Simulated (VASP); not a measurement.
# ZrSi2 (P6/mmm) in VASP: relaxation of cell and atoms with PBEsol

Aim: the relaxation of cell and atoms of ZrSi2 with PBEsol.

Program: VASP 6.6.1. These are calculated values, not measurements. Logs are shortened: lines on timing, memory, paths and dates and some standing lists are left out, and cuts for length are marked.

### Step 1. The cell of the first run

Symmetry: P6/mmm, No. 191, hexagonal system. Conventional cell: a = 3.962 Å, b = 3.962 Å, c = 3.806 Å, α = 90.00°, β = 90.00°, γ = 120.00°. Within 4.0 Å of Zr (site symmetry 6/mmm) lie 12 Si at 2.98 Å and 8 Zr at 3.81 to 3.96 Å. Si (site symmetry -6m2) has 3 Si at 2.29 Å and 6 Zr at 2.98 Å within 3.0 Å.

### Step 2. Relaxation of cell and atoms, PBEsol

INCAR reads:

```
SYSTEM = ZrSi2
PREC = Accurate
ENCUT = 600
EDIFF = 1E-6
ISMEAR = 0
SIGMA = 0.1
LREAL = .FALSE.
LASPH = .TRUE.
NELM = 80
ALGO = Normal
ISIF = 3
LWAVE = .FALSE.
LCHARG = .FALSE.
GGA = PS
IBRION = 2
NSW = 80
EDIFFG = -0.01
```

KPOINTS reads:

```
regular mesh
0
G
  12 12 12
  0 0 0
```

POSCAR reads:

```
ZrSi2
1.0
    3.9620807385      0.0000000000      0.0000000000
   -1.9810403692      3.4312625714      0.0000000000
    0.0000000000      0.0000000000      3.8059229089
Zr Si
1 2
Direct
    0.0000000000      0.0000000000      0.0000000000
    0.3333333333      0.6666666667      0.5000000000
    0.6666666667      0.3333333333      0.5000000000
```

Potentials or basis: VASP PAW PBE potentials, release 64 (Zr_sv, Si).

Started as:

```bash
$ cat potpaw_PBE.64/Zr_sv/POTCAR potpaw_PBE.64/Si/POTCAR > POTCAR
$ mpirun -np 1 vasp_std > vasp.out
```

OUTCAR:

```text
SYSTEM = ZrSi2
   PREC = Accurate
   ENCUT = 600
   EDIFF = 1E-6
   ISMEAR = 0
   LREAL = .FALSE.
   LASPH = .TRUE.
   NELM = 80
   ISIF = 3
   GGA = PS
   IBRION = 2
   NSW = 80
   EDIFFG = -0.01

 ion  position               nearest neighbor table
   1  0.000  0.000  0.000-   2 2.98   3 2.98   2 2.98   3 2.98   2 2.98   2 2.98   3 2.98   3 2.98
                             3 2.98   3 2.98   2 2.98   2 2.98
   2  0.333  0.667  0.500-   3 2.29   3 2.29   3 2.29   1 2.98   1 2.98   1 2.98   1 2.98   1 2.98
                             1 2.98
   3  0.667  0.333  0.500-   2 2.29   2 2.29   2 2.29   1 2.98   1 2.98   1 2.98   1 2.98   1 2.98
                             1 2.98

  LATTYP: Found a hexagonal cell.
 ALAT       =     3.9620807385
 C/A-ratio  =     0.9605869138

  Lattice vectors:

 A1 = (   3.9620807385,   0.0000000000,   0.0000000000)
 A2 = (  -1.9810403692,   3.4312625714,   0.0000000000)
 A3 = (   0.0000000000,   0.0000000000,   3.8059229089)

Analysis of symmetry for initial positions (statically):
=====================================================================
 Subroutine PRICEL returns:
 Original cell was already a primitive cell.

 Routine SETGRP: Setting up the symmetry group for a
 hexagonal supercell.

 Subroutine GETGRP returns: Found 24 space group operations
 (whereof 24 operations were pure point group operations)
 out of a pool of 24 trial point group operations.

The static configuration has the point symmetry D_6h.

Analysis of symmetry for dynamics (positions and initial velocities):
=====================================================================
 Subroutine PRICEL returns:
 Original cell was already a primitive cell.

 Routine SETGRP: Setting up the symmetry group for a
 hexagonal supercell.

 Subroutine GETGRP returns: Found 24 space group operations
 (whereof 24 operations were pure point group operations)
 out of a pool of 24 trial point group operations.

The dynamic configuration has the point symmetry D_6h.

 Subroutine INISYM returns: Found 24 space group operations
 (whereof 24 operations are pure point group operations),
 and found     1 'primitive' translations

----------------------------------------------------------------------------------------

                                     Primitive cell

  volume of cell :      51.7413

  direct lattice vectors                    reciprocal lattice vectors
     3.962080739  0.000000000  0.000000000     0.252392636  0.145718956  0.000000000
    -1.981040369  3.431262571  0.000000000     0.000000000  0.291437912  0.000000000
     0.000000000  0.000000000  3.805922909     0.000000000  0.000000000  0.262748359

  length of vectors
     3.962080739  3.962080738  3.805922909     0.291437912  0.291437912  0.262748359

  position of ions in fractional coordinates (direct lattice)
     0.000000000  0.000000000  0.000000000
     0.333333333  0.666666667  0.500000000
     0.666666667  0.333333333  0.500000000

  ion indices of the primitive-cell ions
   primitive index   ion index
                 1           1
                 2           2
                 3           3

----------------------------------------------------------------------------------------

 KPOINTS: regular mesh

Automatic generation of k-mesh.
 Grid dimensions read from file:
 generate k-points for:   12   12   12

 Generating k-lattice:

  Cartesian coordinates                     Fractional coordinates (reciprocal lattice)
     0.021032720  0.012143246  0.000000000     0.083333333 -0.000000000  0.000000000
     0.000000000  0.024286493  0.000000000     0.000000000  0.083333333  0.000000000
     0.000000000  0.000000000  0.021895697     0.000000000  0.000000000  0.083333333

  Length of vectors
     0.024286493  0.024286493  0.021895697

  Shift w.r.t. Gamma in fractional coordinates (k-lattice)
     0.000000000  0.000000000  0.000000000

 Subroutine IBZKPT returns following result:
 ===========================================

 Found    133 irreducible k-points:

 Following reciprocal coordinates:
            Coordinates               Weight
  0.000000  0.000000  0.000000      1.000000
  0.083333  0.000000  0.000000      6.000000
  0.166667  0.000000  0.000000      6.000000
  0.250000 -0.000000  0.000000      6.000000
  0.333333  0.000000  0.000000      6.000000
  0.416667 -0.000000  0.000000      6.000000
[... 16 lines left out ...]
  0.250000 -0.000000  0.083333     12.000000
  0.333333  0.000000  0.083333     12.000000
 [... further k-points ...]
   k-points           NKPTS =    133   k-points in BZ     NKDIM =    133   number of bands    NBANDS=     14
   number of dos      NEDOS =    301   number of ions     NIONS =      3
   total plane-waves  NPLWV =  30720
   dimension x,y,z NGX =    32 NGY =   32 NGZ =   30
   dimension x,y,z NGXF=    64 NGYF=   64 NGZF=   60
   ions per type =               1   2
   NGX,Y,Z   is equivalent  to a cutoff of  13.43, 13.43, 13.10 a.u.
   NGXF,Y,Z  is equivalent  to a cutoff of  26.85, 26.85, 26.21 a.u.
 SYSTEM =  ZrSi2
   PREC   = accura    normal or accurate (medium, high low for compatibility)
   ISTART =      0    job   : 0-new  1-cont  2-samecut
   ICHARG =      2    charge: 1-file 2-atom 10-const
   ISPIN  =      1    spin polarized calculation?
   LNONCOLLINEAR =      F non collinear calculations
   LSORBIT =      F    spin-orbit coupling
   LASPH  =      T    aspherical Exc in radial PAW
   ENCUT  =  600.0 eV  44.10 Ry    6.64 a.u.   7.91  7.91  7.60*2*pi/ulx,y,z
   NELM   =     80;   NELMIN=  2; NELMDL= -5     # of ELM steps
   EDIFF  = 0.1E-05   stopping-criterion for ELM
   LREAL  =      F    real-space projection
   EDIFFG = -.1E-01   stopping-criterion for IOM
   NSW    =     80    number of steps for IOM
   IBRION =      2    ionic relax: 0-MD 1-quasi-New 2-CG
   NFREE  =      1    steps in history (QN), initial steepest desc. (CG)
   ISIF   =      3    stress and relaxation
   ISYM   =      2    0-nonsym 1-usesym 2-fastsym
   POTIM  = 0.5000    time-step for ionic-motion
   TEBEG  =    0.0;   TEEND  =   0.0 temperature during run
   PSTRESS=    0.0 pullay stress
   NELECT =      20.0000    total number of electrons
   NUPDOWN=      -1.0000    fix difference up-down
   EMIN   =  10.00;   EMAX   =-10.00  energy-range for DOS
   EFERMI =   0.00;   METHOD = LEGACY
   ISMEAR =     0;   SIGMA  =   0.10  broadening in eV -4-tet -1-fermi 0-gaus
   EFERMI_NEDOS =   21; number of points for ismear=-14 and -15
   IALGO  =     38    algorithm
   IMIX   =      4    mixing-type and parameters
     AMIX     =   0.40;   BMIX     =  1.00
     AMIX_MAG =   1.60;   BMIX_MAG =  1.00
  volume/ion in A,a.u.               =      17.25       116.39
  Fermi-wavevector in a.u.,A,eV,Ry     =   1.192539  2.253571 19.349499  1.422148
  Thomas-Fermi vector in A             =   2.328574
   LORBIT       =      0    0 simple, 1 ext, 2 COOP (PROOUT), +10 PAW based schemes
   GGA     = PS    functional components
   LHFCALC =     F    Hartree Fock is set to
   AEXX    =    0.0000 exact exchange contribution
   IVDW    =     0    specifies the selected vdW correction
   LEPSILON=     F    determine dielectric tensor
   LRPA    =     F    only Hartree local field effects (RPA)
 conjugate gradient relaxation of ions
 non-spin polarized calculation
 Gauss-broadening in eV      SIGMA  =   0.10
  energy-cutoff  :      600.00
  volume of cell :       51.74
 maximum number of plane-waves:      1760
 NGX is ok and might be reduce to    32
   NGX = 15   NGY = 15   NGZ = 15

--------------------------------------- Ionic step        1  -------------------------------------------

 number of electron      20.0000000 magnetization

 Free energy of the ion-electron system (eV)
  ---------------------------------------------------
  ext. energy  EPLUGINS =         0.00000000
  ---------------------------------------------------
  free energy    TOTEN  =       -21.60328179 eV

  energy without entropy =      -21.59329613  energy(sigma->0) =      -21.59828896

------------------------ aborting loop because EDIFF is reached ----------------------------------------

  FORCE on cell =-STRESS in cart. coord.  units (eV):
  Direction    XX          YY          ZZ          XY          YZ          ZX
  --------------------------------------------------------------------------------------
  -------------------------------------------------------------------------------------
  Total       -0.5148012     -0.5148012     -3.9335400     -0.0000000      0.0000000      0.0000000
  in kB      -15.9408998    -15.9408998   -121.8026926     -0.0000000      0.0000000      0.0000000
  external PRESSURE =     -51.2281641 kB  Pullay stress =       0.0000000 kB

 VOLUME and BASIS-vectors are now :
 -----------------------------------------------------------------------------
  energy-cutoff  :      600.00
  volume of cell :       51.74
      direct lattice vectors                 reciprocal lattice vectors
     3.962080739  0.000000000  0.000000000     0.252392636  0.145718956  0.000000000
    -1.981040369  3.431262571  0.000000000     0.000000000  0.291437912  0.000000000
     0.000000000  0.000000000  3.805922909     0.000000000  0.000000000  0.262748359
[... 223 lines left out ...]
 POSITION                                       TOTAL-FORCE (eV/Angst)
 -----------------------------------------------------------------------------------
     -2.00214      3.46781      0.00000         0.000000     -0.000000      0.000000
     -0.00000      2.31187      1.75800         0.000000     -0.000000      0.000000
      2.00214      1.15594      1.75800        -0.000000      0.000000     -0.000000
 -----------------------------------------------------------------------------------
    total drift:                                0.000000     -0.000000      0.000000

  FREE ENERGIE OF THE ION-ELECTRON SYSTEM (eV)
  ---------------------------------------------------
  free  energy   TOTEN  =       -21.7511986690 eV

  energy  without entropy=      -21.7412969196  energy(sigma->0) =      -21.74624779

--------------------------------------- Ionic step        8  -------------------------------------------

 number of electron      20.0000000 magnetization

 Free energy of the ion-electron system (eV)
  ---------------------------------------------------
  ext. energy  EPLUGINS =         0.00000000
  ---------------------------------------------------
  free energy    TOTEN  =       -21.75120347 eV

  energy without entropy =      -21.74128786  energy(sigma->0) =      -21.74624566

 E-fermi :  10.6474     XC(G=0): -11.4650

 val. band max:       10.6317659063   @ k =   0.3333   0.0000   0.1667
 cond. band min:      10.6698866186   @ k =   0.4167   0.1667   0.3333
 fundamental gap:      0.0381207122
 Fermi energy:        10.6474426389

 k-point     1 :       0.0000    0.0000    0.0000
  band No.  band energies     occupation
      1     -38.5894      2.00000
      2     -16.6826      2.00000
      3     -16.6826      2.00000
      4     -16.5662      2.00000
      5      -2.3043      2.00000
      6       6.2183      2.00000
      7       6.2183      2.00000
      8       8.1974      2.00000
      9       9.0754      2.00000
     10       9.2328      2.00000
     11      11.2499      0.00000
     12      11.2499      0.00000
     13      11.9608      0.00000
     14      11.9608      0.00000

 k-point     2 :       0.0833    0.0000    0.0000
  band No.  band energies     occupation
      1     -38.5890      2.00000
      2     -16.6908      2.00000
      3     -16.6845      2.00000
      4     -16.5653      2.00000
      5      -2.2121      2.00000
      6       5.7028      2.00000
      7       6.2218      2.00000
      8       8.1829      2.00000
      9       9.1317      2.00000
     10       9.6399      2.00000
[... 362 lines left out ...]
 k-point    24 :       0.3333    0.0000    0.0833
  band No.  band energies     occupation
      1     -38.5837      2.00000
      2     -16.7703      2.00000
      3     -16.7010      2.00000
      4     -16.5733      2.00000
      5      -0.8635      2.00000
      6       2.6890      2.00000
      7       6.1955      2.00000
      8       7.4045      2.00000
      9       8.1172      2.00000
     10      10.9335      0.00005
     11      11.3294      0.00000
     12      11.9706      0.00000
     13      12.0517      0.00000
     14      14.1342      0.00000

 [... further k-points ...]

------------------------ aborting loop because EDIFF is reached ----------------------------------------

  FORCE on cell =-STRESS in cart. coord.  units (eV):
  Direction    XX          YY          ZZ          XY          YZ          ZX
  --------------------------------------------------------------------------------------
  -------------------------------------------------------------------------------------
  Total        0.0267497      0.0267497      0.0031558      0.0000000     -0.0000000      0.0000000
  in kB        0.8774195      0.8774195      0.1035144      0.0000000     -0.0000000      0.0000000
  external PRESSURE =       0.6194511 kB  Pullay stress =       0.0000000 kB

 VOLUME and BASIS-vectors are now :
 -----------------------------------------------------------------------------
  energy-cutoff  :      600.00
  volume of cell :       48.85
      direct lattice vectors                 reciprocal lattice vectors
     4.004413310  0.000000000 -0.000000000     0.249724472  0.144178491 -0.000000000
    -2.002206655  3.467923654  0.000000000    -0.000000000  0.288356982 -0.000000000
     0.000000000  0.000000000  3.517334589     0.000000000 -0.000000000  0.284306191

 POSITION                                       TOTAL-FORCE (eV/Angst)
 -----------------------------------------------------------------------------------
      0.00000      0.00000      0.00000         0.000000      0.000000      0.000000
     -0.00000      2.31195      1.75867        -0.000000      0.000000      0.000000
      2.00221      1.15597      1.75867         0.000000     -0.000000     -0.000000
 -----------------------------------------------------------------------------------
    total drift:                                0.000000     -0.000000      0.000000

  FREE ENERGIE OF THE ION-ELECTRON SYSTEM (eV)
  ---------------------------------------------------
  free  energy   TOTEN  =       -21.7512034692 eV

  energy  without entropy=      -21.7412878587  energy(sigma->0) =      -21.74624566

 reached required accuracy - stopping structural energy minimisation
```

It took 8.4 min on 1 thread of Intel Xeon 8259CL, shared host; peak memory 0.28 GiB.

Results:

* Free energy: -21.7512 eV
* Relaxed volume: 16.28 Å³/atom
* Relaxed cell: a = 4.004 Å, b = 4.004 Å, c = 3.517 Å, α = 90.00°, β = 90.00°, γ = 120.00°
* Space group after relaxing (to 0.1 Å): P6/mmm (No. 191)
* Energy gained by relaxing: 49.3 meV/atom
* Ionic steps: 8
* Pressure after relaxing: 0.1 GPa
* Band gap on the k mesh: zero (bands 10 and 11 overlap by 2.11 eV)

Step by step:
| step | energy change (eV) | largest force (eV/Å) | pressure (GPa) | volume (Å³) |
| --- | --- | --- | --- | --- |
| 1 | 0.0000 | 0.0000 | -5.12 | 51.74 |
| 2 | -0.1153 | 0.0000 | 4.11 | 47.67 |
| 3 | -0.1178 | 0.0000 | 2.75 | 48.16 |
| 4 | -0.1476 | 0.0000 | -0.46 | 49.02 |
| 5 | -0.1478 | 0.0000 | -0.26 | 48.96 |
| 6 | -0.1478 | 0.0000 | -0.21 | 48.95 |
| 7 | -0.1479 | 0.0000 | 0.10 | 48.82 |
| 8 | -0.1479 | 0.0000 | 0.06 | 48.85 |

Final structure:
```xyz
3
Lattice="4.0044 0.0000 0.0000 -2.0022 3.4679 0.0000 0.0000 0.0000 3.5173" Properties=species:S:1:pos:R:3 pbc="T T T"
Zr    0.0000    0.0000    0.0000
Si    0.0000    2.3119    1.7587
Si    2.0022    1.1560    1.7587
```

Levels at points of the mesh, in eV from the Fermi level:
```tsv
k point	band 8	band 9	band 10	band 11	band 12	band 13
(0.00, 0.00, 0.00)	-2.45	-1.57	-1.41	0.60	0.60	1.31
(0.50, 0.00, 0.00)	-3.73	-2.33	0.62	1.01	1.40	1.80
(0.00, 0.00, 0.50)	-2.67	-2.54	-2.54	-0.89	-0.89	0.48
(0.50, 0.00, 0.50)	-4.47	-4.14	-0.32	1.76	2.17	3.21
```

Caveat: the PAW data sets were made with another functional, which shifts forces and pressure a little.
